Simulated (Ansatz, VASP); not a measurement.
## One calculation of Re2Os, two programs

```xyz
3
Lattice="4.3604 0.0000 0.0000 -2.1802 3.7762 0.0000 0.0000 0.0000 2.7315" Properties=species:S:1:pos:R:3 pbc="T T T"
Re    0.0000    2.5175    1.3658
Re    2.1802    1.2587    1.3658
Os    0.0000    0.0000    0.0000
```

Alike in both runs: functional PBE; k mesh 6 × 6 × 6; occupations gaussian, width 0.1 eV; no spin polarisation.

Ansatz relaxed the structure, and its values are those at the end. VASP's run is a single point on that final structure, the one shown.

```csv
,VASP,Ansatz
version,VASP 6.6.1,Ansatz 0.2.0
potentials or method,"VASP PAW PBE potentials, release 64 (Re, Os), cutoff 520 eV","scalar-relativistic, plane waves, PAW"
valence electrons in the cell,22,46
```

|  | VASP | Ansatz | Ansatz less VASP |
| --- | --- | --- | --- |
| gap on the k mesh at the Fermi level (eV) | none | none | - |
| pressure (GPa) | -0.8 | 0.0 | +0.78 |

A gap of «none» marks a metal or a gap that the smearing closes. VASP's potentials hold 22 valence electrons a cell and Ansatz's 46, so a difference there can come from the potentials and not from the codes.

The k mesh is coarse, so the values compare programs but aren't converged. Neither program's run includes spin-orbit coupling.
